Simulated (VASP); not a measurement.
# Al2O3 (P-6m2) in VASP: further runs, part 2 of 2

VASP 6.6.1.

## 3. Single point, PBE+D3(BJ) (strain +0.000 along x and y, +0.015 along z)

File INCAR:

```
PREC = Accurate
ENCUT = 520
EDIFF = 1E-7
ISMEAR = 0
SIGMA = 0.05
LREAL = False
LASPH = True
NELM = 80
ALGO = Normal
ISIF = 2
LWAVE = False
LCHARG = False
GGA = PE
IVDW = 12
NBANDS = 20
```

File KPOINTS:

```
regular mesh
0
Gamma
  12 12 4
```

File POSCAR:

```
Al2O3
1.0
    2.8843249483      0.0000000000      0.0000000000
   -1.4421624742      2.4978986780      0.0000000000
    0.0000000000      0.0000000000      9.4768057769
Al O
2 3
Direct
    0.0000000000      0.0000000000      0.1499923300
    0.0000000000      0.0000000000      0.8500076700
    0.3333333333      0.6666666667      0.2223169200
    0.6666666667      0.3333333333      0.0000000000
    0.3333333333      0.6666666667      0.7776830800
```

Potentials or basis: VASP PAW PBE potentials, release 64 (Al, O).

The run is started by

```bash
$ cat potpaw_PBE.64/Al/POTCAR potpaw_PBE.64/O/POTCAR > POTCAR
$ mpirun -np 1 vasp_std > vasp.out
```

Wall time 2 min (1 thread of Intel Xeon 8259CL, shared host); peak memory 0.23 GiB.

The run converged. Its results:

```
Free energy                : -37.2015 eV
Pressure                   : -3.0 GPa
Largest force              : 0.231 eV/Å
Band gap on the k mesh     : 4.78 eV (least direct gap 5.01 eV)
Dispersion energy per atom : -0.165 eV
```

Forces on the atoms (eV/Å):
```
Al   0.000  0.000 -0.231
Al   0.000  0.000  0.231
O    0.000  0.000 -0.220
O    0.000  0.000  0.000
O    0.000  0.000  0.220
```

Stress tensor (GPa, compression positive):
```
-2.37  0.00  0.00
 0.00 -2.37  0.00
 0.00  0.00 -4.40
```

Levels at points of the mesh, in eV from the valence-band top:
| k point | band 10 | band 11 | band 12 | band 13 | band 14 | band 15 |
| --- | --- | --- | --- | --- | --- | --- |
| (0.00, 0.00, 0.00) | -0.39 | -0.39 | -0.23 | 4.78 | 7.46 | 7.74 |
| (0.50, 0.00, 0.00) | -0.89 | -0.79 | -0.56 | 7.84 | 8.72 | 9.00 |
| (0.00, 0.00, 0.50) | -0.39 | -0.39 | -0.27 | 4.91 | 6.96 | 8.01 |
| (0.50, 0.00, 0.50) | -0.89 | -0.80 | -0.55 | 7.85 | 8.68 | 9.05 |

Caveat: the cell differs from its parent crystal (strain +0.000 along x and y, +0.015 along z); the cell stands under tension. A k mesh can miss the band edges.

## 4. Single point, PBE+D3(BJ) (strain +0.015 along x and y, -0.015 along z)

File INCAR:

```
ALGO     = Normal         # electronic algorithm
EDIFF    = 1E-6           # SCF threshold, eV
ENCUT    = 520            # plane-wave cutoff, eV
GGA      = PE             # functional
ISIF     = 2              # what is computed and relaxed
ISMEAR   = 0              # smearing method
IVDW     = 12             # dispersion correction
LASPH    = T              # aspherical terms in the spheres
LCHARG   = F              # write CHGCAR
LREAL    = F              # projectors in reciprocal space
LWAVE    = F              # write WAVECAR
NBANDS   = 20             # bands
NELM     = 100            # most SCF steps
PREC     = Accurate       # precision mode
SIGMA    = 0.05           # smearing width, eV
```

File KPOINTS:

```
k-points
0
Gamma
  12 12 4
```

Edit POSCAR of step 3 so:

```diff
@@ -2,5 +2,5 @@
 1.0
-    2.8843249483      0.0000000000      0.0000000000
-   -1.4421624742      2.4978986780      0.0000000000
-    0.0000000000      0.0000000000      9.4768057769
+    2.9275898225      0.0000000000      0.0000000000
+   -1.4637949113      2.5353671582      0.0000000000
+    0.0000000000      0.0000000000      9.1967031431
 Al O
```

The run is started by

```bash
$ cat potpaw_PBE.64/Al/POTCAR potpaw_PBE.64/O/POTCAR > POTCAR
$ mpirun -np 1 vasp_std > vasp.out
```

It took 1.9 min on 1 thread of Intel Xeon 8259CL, shared host; peak memory 0.23 GiB.

Results (log left out):

```yaml
Free_energy: -37.1610 eV
Pressure: -5.0 GPa
Largest_force: 0.400 eV/Å
Band_gap_on_the_k_mesh: 4.37 eV (least direct gap 4.59 eV)
Dispersion_energy_per_atom: -0.163 eV
```

Forces in eV/Å, atoms in the order of the input:
```
Al   0.000  0.000  0.400
Al   0.000  0.000 -0.400
O    0.000  0.000 -0.138
O    0.000  0.000  0.000
O    0.000  0.000  0.138
```

Stress tensor (GPa, compression positive):
```
-7.81  0.00  0.00
 0.00 -7.81  0.00
 0.00  0.00  0.52
```

Levels at points of the mesh, in eV from the valence-band top:
```
           k point  band 9  band 10  band 11  band 12  band 13  band 14  band 15  band 16
(0.00, 0.00, 0.00)   -1.33    -0.73    -0.73    -0.22     4.37     7.09     7.47     8.96
(0.50, 0.00, 0.00)   -2.02    -1.10    -0.79    -0.56     7.33     8.68     8.88    10.96
(0.00, 0.00, 0.50)   -1.33    -0.73    -0.73    -0.28     4.50     6.70     7.59     9.28
(0.50, 0.00, 0.50)   -2.02    -1.10    -0.80    -0.55     7.34     8.63     8.96    10.62
```

Caveat: the cell differs from its parent crystal (strain +0.015 along x and y, -0.015 along z); the stress differs along the axes, from -8 to 1 GPa. A k mesh can miss the band edges.

## 5. Single point, PBE+D3(BJ) (strain +0.000 along x and y, +0.030 along z)

File INCAR:

```
SYSTEM = Al2O3
  ALGO = Normal
  EDIFF = 1E-6
  ENCUT = 520
  GGA = PE
  ISIF = 2
  ISMEAR = 0
  IVDW = 12
  LASPH = .True.
  LCHARG = .False.
  LREAL = .False.
  LWAVE = .False.
  NBANDS = 20
  NELM = 60
  PREC = Accurate
  SIGMA = 0.05
```

File KPOINTS:

```
k-points
0
Gamma
  12 12 4
  0 0 0
```

Edit POSCAR of step 4 so:

```diff
@@ -2,5 +2,5 @@
 1.0
-    2.9275898225      0.0000000000      0.0000000000
-   -1.4637949113      2.5353671582      0.0000000000
-    0.0000000000      0.0000000000      9.1967031431
+    2.8843249483      0.0000000000      0.0000000000
+   -1.4421624742      2.4978986780      0.0000000000
+    0.0000000000      0.0000000000      9.6168570938
 Al O
```

The run is started by

```bash
$ cat potpaw_PBE.64/Al/POTCAR potpaw_PBE.64/O/POTCAR > POTCAR
$ mpirun -np 1 vasp_std > vasp.out
```

Run time: 1.9 min. Hardware: 1 thread of Intel Xeon 8259CL, shared host; peak memory 0.23 GiB.

It converged, with:

```
Free energy                : -37.1659 eV
Pressure                   : -4.3 GPa
Largest force              : 0.409 eV/Å
Band gap on the k mesh     : 4.77 eV (least direct gap 5.00 eV)
Dispersion energy per atom : -0.163 eV
```

Forces on the atoms (eV/Å):
```
Al   0.000  0.000 -0.377
Al   0.000  0.000  0.377
O    0.000  0.000 -0.409
O    0.000  0.000  0.000
O    0.000  0.000  0.409
```

Stress tensor (GPa, compression positive):
```
-2.79  0.00  0.00
 0.00 -2.79  0.00
 0.00  0.00 -7.20
```

Levels at points of the mesh, in eV from the valence-band top:
| k point | band 10 | band 11 | band 12 | band 13 | band 14 | band 15 |
| --- | --- | --- | --- | --- | --- | --- |
| (0.00, 0.00, 0.00) | -0.24 | -0.24 | -0.22 | 4.77 | 7.52 | 7.67 |
| (0.50, 0.00, 0.00) | -0.79 | -0.78 | -0.55 | 7.87 | 8.58 | 8.96 |
| (0.00, 0.00, 0.50) | -0.26 | -0.24 | -0.24 | 4.90 | 6.96 | 8.06 |
| (0.50, 0.00, 0.50) | -0.79 | -0.78 | -0.55 | 7.89 | 8.55 | 9.00 |

Caveat: the cell differs from its parent crystal (strain +0.000 along x and y, +0.030 along z); the cell stands under tension.

## 6. Single point, PBE+D3(BJ) (strain +0.030 along x and y, -0.030 along z)

File INCAR:

```
  ALGO = Normal
  EDIFF = 1E-6
  ENCUT = 520
  GGA = PE
  ISIF = 2
  ISMEAR = 0
  IVDW = 12
  LASPH = True
  LCHARG = False
  LREAL = False
  LWAVE = False
  NBANDS = 20
  NELM = 60
  PREC = Accurate
  SIGMA = 0.05
```

File KPOINTS:

```
k-points
0
Gamma
  12 12 4
```

Edit POSCAR of step 5 so:

```diff
@@ -2,5 +2,5 @@
 1.0
-    2.8843249483      0.0000000000      0.0000000000
-   -1.4421624742      2.4978986780      0.0000000000
-    0.0000000000      0.0000000000      9.6168570938
+    2.9708546968      0.0000000000      0.0000000000
+   -1.4854273484      2.5728356383      0.0000000000
+    0.0000000000      0.0000000000      9.0566518262
 Al O
```

Potentials or basis: VASP PAW PBE potentials, release 64 (Al, O).

The run is started by

```bash
$ cat potpaw_PBE.64/Al/POTCAR potpaw_PBE.64/O/POTCAR > POTCAR
$ mpirun -np 1 vasp_std > vasp.out
```

It took 2 min on 1 thread of Intel Xeon 8259CL, shared host; peak memory 0.23 GiB.

Results (log left out):

```yaml
Free_energy: -37.0200 eV
Pressure: -7.9 GPa
Largest_force: 0.840 eV/Å
Band_gap_on_the_k_mesh: 3.96 eV (least direct gap 4.17 eV)
Dispersion_energy_per_atom: -0.160 eV
```

Forces in eV/Å, atoms in the order of the input:
```
Al   0.000  0.000  0.840
Al   0.000  0.000 -0.840
O    0.000  0.000 -0.226
O    0.000  0.000  0.000
O    0.000  0.000  0.226
```

Stress tensor (GPa, compression positive):
```
-13.10   0.00   0.00
  0.00 -13.10   0.00
  0.00   0.00   2.43
```

Levels at points of the mesh, in eV from the valence-band top:
```csv
k point,band 9,band 10,band 11,band 12,band 13,band 14,band 15,band 16
"(0.00, 0.00, 0.00)",-1.39,-0.90,-0.90,-0.21,3.96,6.77,7.14,8.82
"(0.50, 0.00, 0.00)",-2.06,-1.18,-0.77,-0.56,6.88,8.49,8.70,10.91
"(0.00, 0.00, 0.50)",-1.39,-0.90,-0.90,-0.28,4.08,6.43,7.23,9.12
"(0.50, 0.00, 0.50)",-2.06,-1.18,-0.79,-0.54,6.89,8.43,8.81,10.45
```

Caveat: the cell differs from its parent crystal (strain +0.030 along x and y, -0.030 along z); the stress differs along the axes, from -13 to 2 GPa. A k mesh can miss the band edges.

## 7. Overview

| cell | gap on the mesh (eV) | pressure (GPa) | largest force (eV/Å) |
| --- | --- | --- | --- |
| a = 2.928, b = 2.928, c = 9.057 Å, angles 90.0, 90.0, 120.0°, 5 atoms | 4.34 | -3.7 | 0.60 |
| a = 2.884, b = 2.884, c = 9.477 Å, angles 90.0, 90.0, 120.0°, 5 atoms | 4.78 | -3.0 | 0.23 |
| a = 2.928, b = 2.928, c = 9.197 Å, angles 90.0, 90.0, 120.0°, 5 atoms | 4.37 | -5.0 | 0.40 |
| a = 2.884, b = 2.884, c = 9.617 Å, angles 90.0, 90.0, 120.0°, 5 atoms | 4.77 | -4.3 | 0.41 |
| a = 2.971, b = 2.971, c = 9.057 Å, angles 90.0, 90.0, 120.0°, 5 atoms | 3.96 | -7.9 | 0.84 |

Alike in all rows: task single point; level PBE+D3(BJ); potentials or basis VASP PAW PBE potentials, release 64 (Al, O); no spin polarisation; k mesh 12 × 12 × 4; cutoff (eV) 520; smearing gaussian 0.05 eV.

Caveats: the cell stands under tension (at least some runs); the stress differs along the axes, from -7 to 4 GPa (at least some runs); the stress differs along the axes, from -8 to 1 GPa (at least some runs); the stress differs along the axes, from -13 to 2 GPa (at least some runs).

Total energies depend on the potentials used, so only differences within one code and one set of settings carry meaning.
